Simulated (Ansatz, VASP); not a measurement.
## PC2 in VASP and in Ansatz

```
P C
1.0
     3.73217    0.00000    0.00000
     0.00000    4.59425    0.00000
     0.00000    0.00000    2.84968
P C
2 4
Cartesian
  0.0000 0.0000 0.0000
  1.8661 2.2971 1.4248
  0.5589 1.8696 0.0000
  3.1732 2.7247 0.0000
  2.4250 0.4275 1.4248
  1.3071 4.1667 1.4248
```

Change from the starting cell: species swapped into the P2Ru type (Pnnm, No. 58).

Alike in both runs: functional PBE; k mesh 4 × 4 × 6; occupations gaussian, width 0.1 eV; no spin polarisation.

Ansatz relaxed the structure, and its values are those at the end. VASP's run is a single point on that final structure, the one shown.

```csv
,VASP,Ansatz
version,VASP 6.6.1,Ansatz 0.2.0
potentials or method,"VASP PAW PBE potentials, release 64 (P, C_h), cutoff 910 eV","scalar-relativistic, plane waves, PAW"
valence electrons in the cell,26,26
```

```csv
,VASP,Ansatz,Ansatz less VASP
gap on the k mesh at the Fermi level (eV),none,none,-
rms of the force components (eV/Å),0.007,0.001,-0.0063
```

A gap of «none» marks a metal or a gap that the smearing closes. With one functional, cell and mesh, what is left measures potentials, basis and numerics.

The k mesh is coarse, so the values compare programs but aren't converged. Noted on VASP's run: the cutoff is short for stress, so the pressure is rough.
